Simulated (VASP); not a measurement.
A run of VASP 6.6.1 is set up as follows.

The input INCAR:

```
ALGO = Normal
EDIFF = 1E-7
ENCUT = 520
GGA = PE
ISIF = 2
ISMEAR = -1
ISPIN = 2
LASPH = T
LCHARG = F
LORBIT = 11
LREAL = Auto
LWAVE = F
MAGMOM = 0 0 0 0 0 0 0 0 0 0 0 0 0 0 0 0 1
NBANDS = 52
NELM = 150
PREC = Accurate
SIGMA = 0.05
```

The input KPOINTS:

```
k-points
0
Gamma
  2 2 2
```

POSCAR

```
LiSi16
1.0
    0.0000000000      5.4300000000      5.4300000000
    5.4300000000      0.0000000000      5.4300000000
    5.4300000000      5.4300000000      0.0000000000
Si Li
16 1
Direct
   -0.0076879409      0.0026093505      0.0024437366
    0.1234688833      0.1266488720      0.1264913201
    0.0012434035     -0.0034202792      0.5009498713
    0.1236023278      0.1268489898      0.6226883879
    0.0011434305      0.5011078267     -0.0033783285
    0.1234891321      0.6233208293      0.1265101744
    0.0012522754      0.5012163257      0.5009575880
    0.1249799655      0.6249936448      0.6250405429
    0.5027074658      0.0026613338      0.0024999571
    0.6256447768      0.1252851221      0.1235894057
    0.5033462258      0.0033138842      0.4900085520
    0.6268844000      0.1268650876      0.6227066145
    0.5027683924      0.4919163753      0.0025674491
    0.6267048577      0.6233392139      0.1265263531
    0.4965683299      0.5012239120      0.5009642735
    0.6269028818      0.6234752280      0.6227270025
    0.3765803925      0.8758011836      0.8713896001
```

Potentials or basis: VASP PAW PBE potentials, release 64 (Si, Li_sv).

The run is started by

```sh
$ cat potpaw_PBE.64/Si/POTCAR potpaw_PBE.64/Li_sv/POTCAR > POTCAR
$ mpirun -np 1 vasp_std > vasp.out
```

Q: Predict the largest force.

A: 0.045 eV/Å.

Q: What does it give for the net moment?

A: 0.00 μB per cell.

Forces on the atoms (eV/Å):
```
Si  -0.016 -0.002  0.014
Si  -0.008  0.000  0.000
Si   0.014 -0.017  0.017
Si  -0.003  0.016  0.003
Si   0.014  0.015 -0.015
Si   0.000  0.000  0.009
Si  -0.017 -0.016 -0.014
Si   0.000  0.000  0.000
Si  -0.016 -0.014  0.002
Si   0.001  0.001 -0.001
Si   0.008  0.011 -0.009
Si  -0.003 -0.003 -0.016
Si  -0.002 -0.015  0.017
Si  -0.001 -0.010  0.001
Si  -0.017  0.014  0.016
Si   0.017 -0.002  0.003
Li   0.030  0.022 -0.026
```

Caveat: the k points lie up to 0.50 Å⁻¹ apart.
